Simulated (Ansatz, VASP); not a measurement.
# One calculation of KZnWO4, two programs

The input INCAR:

```
SYSTEM = KZnWO4
  PREC = Accurate
  ENCUT = 600
  EDIFF = 1E-6
  ISMEAR = 0
  SIGMA = 0.1
  LREAL = .False.
  LASPH = .True.
  NELM = 60
  ALGO = Normal
  ISIF = 3
  LWAVE = .False.
  LCHARG = .False.
  GGA = PE
  IBRION = 2
  NSW = 90
  EDIFFG = -0.04
```

Contents of KPOINTS:

```
Automatic mesh
0
Gamma
  4 4 4
  0 0 0
```

Contents of POSCAR:

```
KZnWO4
1.0
    0.0000000000      4.4158022600      4.4158022600
    4.4158022600      0.0000000000      4.4158022600
    4.4158022600      4.4158022600      0.0000000000
K Zn W O
1 1 1 4
Direct
    0.2500000000      0.2500000000      0.2500000000
    0.0000000000      0.0000000000      0.0000000000
    0.7500000000      0.7500000000      0.7500000000
    0.8663176800      0.8663176800      0.4010469500
    0.4010469500      0.8663176800      0.8663176800
    0.8663176800      0.8663176800      0.8663176800
    0.8663176800      0.4010469500      0.8663176800
```

Input for Ansatz:

```yaml
crystal:
  lattice:
    - [0.0, 4.41580226, 4.41580226]
    - [4.41580226, 0.0, 4.41580226]
    - [4.41580226, 4.41580226, 0.0]
  atoms:
    - { symbol: K, position: [0.25, 0.25, 0.25] }
    - { symbol: Zn, position: [0.0, 0.0, 0.0] }
    - { symbol: W, position: [0.75, 0.75, 0.75] }
    - { symbol: O, position: [0.86631768, 0.86631768, 0.40104695] }
    - { symbol: O, position: [0.40104695, 0.86631768, 0.86631768] }
    - { symbol: O, position: [0.86631768, 0.86631768, 0.86631768] }
    - { symbol: O, position: [0.86631768, 0.40104695, 0.86631768] }
basis:
  ecutwfc: 420
kpoints:
  mp_grid: { grid: [4, 4, 4] }
hamiltonian:
  xc: pbe
scf:
  occupations: { method: gaussian, width: 0.1 }
  lower_state_search: "off"
output:
  forces: true
  stress: true
  eigenvalues: true
relax:
  adjacent_minimum: "off"
  f_tol: 0.04
  max_steps: 70
  cell: { stress_tol: 0.4 }
```

Alike in both runs: task relaxation of cell and atoms; functional PBE; k mesh 4 × 4 × 4; occupations gaussian, width 0.1 eV; no spin polarisation.

|  | VASP | Ansatz |
| --- | --- | --- |
| version | VASP 6.6.1 | Ansatz 0.2.0 |
| potentials or method | VASP PAW PBE potentials, release 64 (K_sv, Zn, W_sv, O), cutoff 600 eV | scalar-relativistic, plane waves, PAW |
| valence electrons in the cell | 59 | 59 |

|  | VASP | Ansatz | Ansatz less VASP |
| --- | --- | --- | --- |
| gap on the k mesh at the Fermi level, each at its own relaxed structure (eV) | none | none | - |
| relaxed volume (Å³/atom) | 23.78 | 23.50 | -0.273 |
| relaxed length of the cell vector where the two differ most in proportion (Å) | 6.174 | 6.151 | -0.0237 |

A gap of «none» marks a metal or a gap that the smearing closes.

Neither program's run includes spin-orbit coupling.
